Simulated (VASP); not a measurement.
# Pb (Fm-3m) in VASP: a series of runs

Runs on Pb. Level: LDA. Tasks: single point.

Everything below comes from runs of VASP 6.6.1. Logs are shortened: lines on timing, memory, paths and dates and some standing lists are left out, and cuts for length are marked.

## Step 1: The cell of the first run

It takes space group Fm-3m (No. 225, cubic). The conventional cell has a = 4.875 Å, b = 4.875 Å, c = 4.875 Å, α = 90.00°, β = 90.00°, γ = 90.00°. Pb (site symmetry m-3m) has 12 Pb at 3.45 Å within 4.5 Å.

## Step 2: Single point, LDA

INCAR

```
PREC     = Accurate       # precision mode
ENCUT    = 520            # plane-wave cutoff, eV
EDIFF    = 1E-6           # SCF threshold, eV
ISMEAR   = 1              # smearing method
SIGMA    = 0.1            # smearing width, eV
LREAL    = False          # projectors in reciprocal space
LASPH    = True           # aspherical terms in the spheres
NELM     = 100            # most SCF steps
ALGO     = Normal         # electronic algorithm
ISIF     = 2              # what is computed and relaxed
LWAVE    = False          # write WAVECAR
LCHARG   = True           # write CHGCAR
GGA      = CA             # functional
LELF     = True           # ELF
LVHAR    = True         
NBANDS   = 13             # bands
```

KPOINTS

```
regular mesh
0
Gamma
  11 11 11
```

POSCAR

```
Pb
1.0
    0.0000000000      2.4375492138      2.4375492138
    2.4375492138      0.0000000000      2.4375492138
    2.4375492138      2.4375492138      0.0000000000
Pb
1
Direct
    0.0000000000      0.0000000000      0.0000000000
```

Potentials or basis: VASP PAW LDA potentials, release 64 (Pb_d).

On the command line:

```sh
$ cat potpaw_LDA.64/Pb_d/POTCAR > POTCAR
$ mpirun -np 1 vasp_std > vasp.out
```

OUTCAR:

```text
PREC = Accurate
   ENCUT = 520
   EDIFF = 1E-6
   ISMEAR = 1
   LREAL = False
   LASPH = True
   NELM = 100
   ISIF = 2
   GGA = CA

 ion  position               nearest neighbor table
   1  0.000  0.000  0.000-

  LATTYP: Found a face centered cubic cell.
 ALAT       =     4.8750984276

  Lattice vectors:

 A1 = (   0.0000000000,   2.4375492138,   2.4375492138)
 A2 = (   2.4375492138,   0.0000000000,   2.4375492138)
 A3 = (   2.4375492138,   2.4375492138,   0.0000000000)

Analysis of symmetry for initial positions (statically):
=====================================================================
 Subroutine PRICEL returns:
 Original cell was already a primitive cell.

 Routine SETGRP: Setting up the symmetry group for a
 face centered cubic supercell.

 Subroutine GETGRP returns: Found 48 space group operations
 (whereof 48 operations were pure point group operations)
 out of a pool of 48 trial point group operations.

The static configuration has the point symmetry O_h .

Analysis of symmetry for dynamics (positions and initial velocities):
=====================================================================
 Subroutine PRICEL returns:
 Original cell was already a primitive cell.

 Routine SETGRP: Setting up the symmetry group for a
 face centered cubic supercell.

 Subroutine GETGRP returns: Found 48 space group operations
 (whereof 48 operations were pure point group operations)
 out of a pool of 48 trial point group operations.

The dynamic configuration has the point symmetry O_h .

 Subroutine INISYM returns: Found 48 space group operations
 (whereof 48 operations are pure point group operations),
 and found     1 'primitive' translations

----------------------------------------------------------------------------------------

                                     Primitive cell

  volume of cell :      28.9661

  direct lattice vectors                    reciprocal lattice vectors
     0.000000000  2.437549214  2.437549214    -0.205124064  0.205124064  0.205124064
     2.437549214  0.000000000  2.437549214     0.205124064 -0.205124064  0.205124064
     2.437549214  2.437549214  0.000000000     0.205124064  0.205124064 -0.205124064

  length of vectors
     3.447215157  3.447215157  3.447215157     0.355285300  0.355285300  0.355285300

  position of ions in fractional coordinates (direct lattice)
     0.000000000  0.000000000  0.000000000

  ion indices of the primitive-cell ions
   primitive index   ion index
                 1           1

----------------------------------------------------------------------------------------

 KPOINTS: regular mesh

Automatic generation of k-mesh.
 Grid dimensions read from file:
 generate k-points for:   11   11   11

 Generating k-lattice:

  Cartesian coordinates                     Fractional coordinates (reciprocal lattice)
    -0.018647642  0.018647642  0.018647642     0.090909091  0.000000000  0.000000000
     0.018647642 -0.018647642  0.018647642     0.000000000  0.090909091  0.000000000
     0.018647642  0.018647642 -0.018647642     0.000000000  0.000000000  0.090909091

  Length of vectors
     0.032298664  0.032298664  0.032298664

  Shift w.r.t. Gamma in fractional coordinates (k-lattice)
     0.000000000  0.000000000  0.000000000

 Subroutine IBZKPT returns following result:
 ===========================================

 Found     56 irreducible k-points:

 Following reciprocal coordinates:
            Coordinates               Weight
  0.000000  0.000000  0.000000      1.000000
  0.090909  0.000000  0.000000      8.000000
  0.181818  0.000000  0.000000      8.000000
  0.272727  0.000000  0.000000      8.000000
  0.363636  0.000000  0.000000      8.000000
  0.454545  0.000000  0.000000      8.000000
[... 16 lines left out ...]
 -0.272727  0.181818  0.000000     24.000000
 -0.181818  0.181818  0.000000     12.000000
 [... further k-points ...]
   k-points           NKPTS =     56   k-points in BZ     NKDIM =     56   number of bands    NBANDS=     13
   number of dos      NEDOS =    301   number of ions     NIONS =      1
   total plane-waves  NPLWV =  21952
   dimension x,y,z NGX =    28 NGY =   28 NGZ =   28
   dimension x,y,z NGXF=    56 NGYF=   56 NGZF=   56
   ions per type =               1
   NGX,Y,Z   is equivalent  to a cutoff of  13.50, 13.50, 13.50 a.u.
   NGXF,Y,Z  is equivalent  to a cutoff of  27.01, 27.01, 27.01 a.u.
 SYSTEM =  unknown system
   PREC   = accura    normal or accurate (medium, high low for compatibility)
   ISTART =      0    job   : 0-new  1-cont  2-samecut
   ICHARG =      2    charge: 1-file 2-atom 10-const
   ISPIN  =      1    spin polarized calculation?
   LNONCOLLINEAR =      F non collinear calculations
   LSORBIT =      F    spin-orbit coupling
   LASPH  =      T    aspherical Exc in radial PAW
   ENCUT  =  520.0 eV  38.22 Ry    6.18 a.u.   6.41  6.41  6.41*2*pi/ulx,y,z
   NELM   =    100;   NELMIN=  2; NELMDL= -5     # of ELM steps
   EDIFF  = 0.1E-05   stopping-criterion for ELM
   LREAL  =      F    real-space projection
   EDIFFG = 0.1E-04   stopping-criterion for IOM
   NSW    =      0    number of steps for IOM
   IBRION =     -1    ionic relax: 0-MD 1-quasi-New 2-CG
   NFREE  =      0    steps in history (QN), initial steepest desc. (CG)
   ISIF   =      2    stress and relaxation
   ISYM   =      2    0-nonsym 1-usesym 2-fastsym
   POTIM  = 0.5000    time-step for ionic-motion
   TEBEG  =    0.0;   TEEND  =   0.0 temperature during run
   PSTRESS=    0.0 pullay stress
   NELECT =      14.0000    total number of electrons
   NUPDOWN=      -1.0000    fix difference up-down
   EMIN   =  10.00;   EMAX   =-10.00  energy-range for DOS
   EFERMI =   0.00;   METHOD = LEGACY
   ISMEAR =     1;   SIGMA  =   0.10  broadening in eV -4-tet -1-fermi 0-gaus
   EFERMI_NEDOS =   21; number of points for ismear=-14 and -15
   IALGO  =     38    algorithm
   IMIX   =      4    mixing-type and parameters
     AMIX     =   0.40;   BMIX     =  1.00
     AMIX_MAG =   1.60;   BMIX_MAG =  1.00
  volume/ion in A,a.u.               =      28.97       195.47
  Fermi-wavevector in a.u.,A,eV,Ry     =   1.284756  2.427838 22.457762  1.650599
  Thomas-Fermi vector in A             =   2.416931
   LORBIT       =      0    0 simple, 1 ext, 2 COOP (PROOUT), +10 PAW based schemes
   GGA     = CA    functional components
   LHFCALC =     F    Hartree Fock is set to
   AEXX    =    0.0000 exact exchange contribution
   IVDW    =     0    specifies the selected vdW correction
   LEPSILON=     F    determine dielectric tensor
   LRPA    =     F    only Hartree local field effects (RPA)
 non-spin polarized calculation
 Methfessel and Paxton  Order N= 1 SIGMA  =   0.10
  energy-cutoff  :      520.00
  volume of cell :       28.97
 maximum number of plane-waves:       793
 NGX is ok and might be reduce to    28
   NGX = 13   NGY = 13   NGZ = 13

 number of electron      13.9999999 magnetization

 Free energy of the ion-electron system (eV)
  ---------------------------------------------------
  ext. energy  EPLUGINS =         0.00000000
  ---------------------------------------------------
  free energy    TOTEN  =        -4.25827965 eV

  energy without entropy =       -4.25766570  energy(sigma->0) =       -4.25807500

 E-fermi :   7.6835     XC(G=0): -10.6758

 val. band max:        7.6828449156   @ k =   0.3636   0.2727   0.0000
 cond. band min:       7.7440869722   @ k =  -0.4545   0.3636   0.1818
 fundamental gap:      0.0612420566
 Fermi energy:         7.6835396450

 k-point     1 :       0.0000    0.0000    0.0000
  band No.  band energies     occupation
      1      -9.5133      2.00000
      2      -9.5133      2.00000
      3      -9.5133      2.00000
      4      -9.3494      2.00000
      5      -9.3494      2.00000
      6      -4.5506      2.00000
      7      15.2491      0.00000
      8      15.2491      0.00000
      9      15.2491      0.00000
     10      17.3858      0.00000
     11      19.5915      0.00000
     12      20.3943      0.00000
     13      20.3943      0.00000

 k-point     2 :       0.0909    0.0000    0.0000
  band No.  band energies     occupation
      1      -9.5141      2.00000
      2      -9.5000      2.00000
      3      -9.5000      2.00000
      4      -9.3502      2.00000
      5      -9.3502      2.00000
      6      -4.3839      2.00000
      7      13.4533      0.00000
      8      15.0471      0.00000
      9      15.0471      0.00000
     10      17.1313      0.00000
     11      20.2112      0.00000
     12      20.7524      0.00000
     13      20.7524      0.00000

 k-point     3 :       0.1818    0.0000    0.0000
  band No.  band energies     occupation
      1      -9.5186      2.00000
      2      -9.4761      2.00000
      3      -9.4761      2.00000
      4      -9.3397      2.00000
      5      -9.3397      2.00000
      6      -3.8820      2.00000
      7      10.5137      0.00000
      8      14.5712      0.00000
      9      14.5712      0.00000
     10      16.8843      0.00000
     11      20.2012      0.00000
     12      20.8791      0.00000
     13      20.8791      0.00000
[... 305 lines left out ...]
 k-point    23 :      -0.2727    0.1818    0.0000
  band No.  band energies     occupation
      1      -9.5023      2.00000
      2      -9.4854      2.00000
      3      -9.4096      2.00000
      4      -9.3211      2.00000
      5      -9.2568      2.00000
      6      -1.7916      2.00000
      7       6.4252      2.00000
      8       9.3207     -0.00000
      9      13.6542      0.00000
     10      16.4227      0.00000
     11      19.5879      0.00000
     12      20.4546      0.00000
     13      22.1538      0.00000

 k-point    24 :      -0.1818    0.1818    0.0000
  band No.  band energies     occupation
      1      -9.5086      2.00000
      2      -9.4754      2.00000
      3      -9.4027      2.00000
      4      -9.3845      2.00000
      5      -9.2706      2.00000
      6      -2.7815      2.00000
      7       8.4404     -0.00000
      8      10.1087      0.00000
      9      14.6419      0.00000
     10      17.4439      0.00000
     11      18.9067      0.00000
     12      20.1847      0.00000
     13      21.0350      0.00000

 [... further k-points ...]

------------------------ aborting loop because EDIFF is reached ----------------------------------------

  FORCE on cell =-STRESS in cart. coord.  units (eV):
  Direction    XX          YY          ZZ          XY          YZ          ZX
  --------------------------------------------------------------------------------------
  -------------------------------------------------------------------------------------
  Total        0.0129118      0.0129118      0.0129118      0.0000000      0.0000000     -0.0000000
  in kB        0.7141782      0.7141782      0.7141782      0.0000000      0.0000000     -0.0000000
  external PRESSURE =       0.7141782 kB  Pullay stress =       0.0000000 kB

 VOLUME and BASIS-vectors are now :
 -----------------------------------------------------------------------------
  energy-cutoff  :      520.00
  volume of cell :       28.97
      direct lattice vectors                 reciprocal lattice vectors
     0.000000000  2.437549214  2.437549214    -0.205124064  0.205124064  0.205124064
     2.437549214  0.000000000  2.437549214     0.205124064 -0.205124064  0.205124064
     2.437549214  2.437549214  0.000000000     0.205124064  0.205124064 -0.205124064

 POSITION                                       TOTAL-FORCE (eV/Angst)
 -----------------------------------------------------------------------------------
      0.00000      0.00000      0.00000         0.000000      0.000000     -0.000000
 -----------------------------------------------------------------------------------
    total drift:                               -0.000000     -0.000000     -0.000000

  FREE ENERGIE OF THE ION-ELECTRON SYSTEM (eV)
  ---------------------------------------------------
  free  energy   TOTEN  =        -4.2582796518 eV

  energy  without entropy=       -4.2576657037  energy(sigma->0) =       -4.25807500
```

Wall time 9.5 s (1 thread of Intel Xeon 6975P-C, shared host); peak memory 0.15 GiB.

What came out:

| Property | Result |
| --- | --- |
| Free energy | -4.2583 eV |
| Pressure | 0.1 GPa |
| Band gap on the k mesh | zero (band 7 reaches 15.25 eV, above the bottom of band 8 at 6.00 eV) |

Caveat: spin-orbit coupling is left out, which moves the levels of the heavy elements.

## Step 3: Single point, LDA

INCAR

```
ALGO = Normal ; EDIFF = 1E-6
ENCUT = 520 ; ISIF = 2
ISMEAR = 1 ; LASPH = True
LCHARG = False ; LREAL = False
LWAVE = False ; NBANDS = 13
NELM = 60 ; PREC = Accurate
SIGMA = 0.2
```

KPOINTS

```
k-points
0
Gamma
  11 11 11
```

POSCAR is that of step 2.

Potentials or basis: VASP PAW LDA potentials, release 64 (Pb_d).

On the command line:

```sh
$ cat potpaw_LDA.64/Pb_d/POTCAR > POTCAR
$ mpirun -np 1 vasp_std > vasp.out
```

It took 8.8 s on 1 thread of Intel Xeon 6975P-C, shared host; peak memory 0.15 GiB.

The run converged. Its results:

```
Free energy            : -4.2586 eV
Pressure               : 0.0 GPa
Band gap on the k mesh : zero (band 7 reaches 15.25 eV, above the bottom of band 8 at 6.00 eV)
```

Levels at points of the mesh, in eV from the Fermi level:
```tsv
k point	band 4	band 5	band 6	band 7	band 8	band 9	band 10	band 11
(0.00, 0.00, 0.00)	-17.01	-17.01	-12.21	7.59	7.59	7.59	9.72	11.93
```

Caveat: spin-orbit coupling is left out, which moves the levels of the heavy elements.

## Step 4: Single point, LDA

INCAR

```
SYSTEM = Pb
ALGO = Normal
EDIFF = 1E-7
ENCUT = 520
ISIF = 2
ISMEAR = 1
LASPH = .True.
LCHARG = .False.
LREAL = .False.
LWAVE = .False.
NBANDS = 13
NELM = 60
PREC = Accurate
SIGMA = 0.3
```

KPOINTS

```
k-points
0
Gamma
  11 11 11
  0 0 0
```

POSCAR is that of step 3.

On the command line:

```sh
$ cat potpaw_LDA.64/Pb_d/POTCAR > POTCAR
$ mpirun -np 1 vasp_std > vasp.out
```

Wall time 9.7 s (1 thread of Intel Xeon 6975P-C, shared host); peak memory 0.15 GiB.

The run converged. Its results:

```
Free energy            : -4.2578 eV
Pressure               : 0.0 GPa
Band gap on the k mesh : zero (band 7 reaches 15.25 eV, above the bottom of band 8 at 6.00 eV)
```

Levels at points of the mesh, in eV from the Fermi level:
| k point | band 5 | band 6 | band 7 | band 8 | band 9 | band 10 |
| --- | --- | --- | --- | --- | --- | --- |
| (0.00, 0.00, 0.00) | -16.97 | -12.17 | 7.63 | 7.63 | 7.63 | 9.77 |

Caveat: spin-orbit coupling is left out, which moves the levels of the heavy elements.

## Step 5: Summary

```csv
smearing,gap on the mesh (eV),pressure (GPa)
methfessel-paxton 0.1 eV,none,0.1
methfessel-paxton 0.2 eV,none,0.0
methfessel-paxton 0.3 eV,none,0.0
```

Alike in all rows: task single point; level LDA; potentials or basis VASP PAW LDA potentials, release 64 (Pb_d); no spin polarisation; cell as given; k mesh 11 × 11 × 11; cutoff (eV) 520.

Every run on the cell as given and a fine mesh finds a metal.

Caveats: spin-orbit coupling is left out, which moves the levels of the heavy elements.

Total energies depend on the potentials used, so only differences within one code and one set of settings carry meaning.
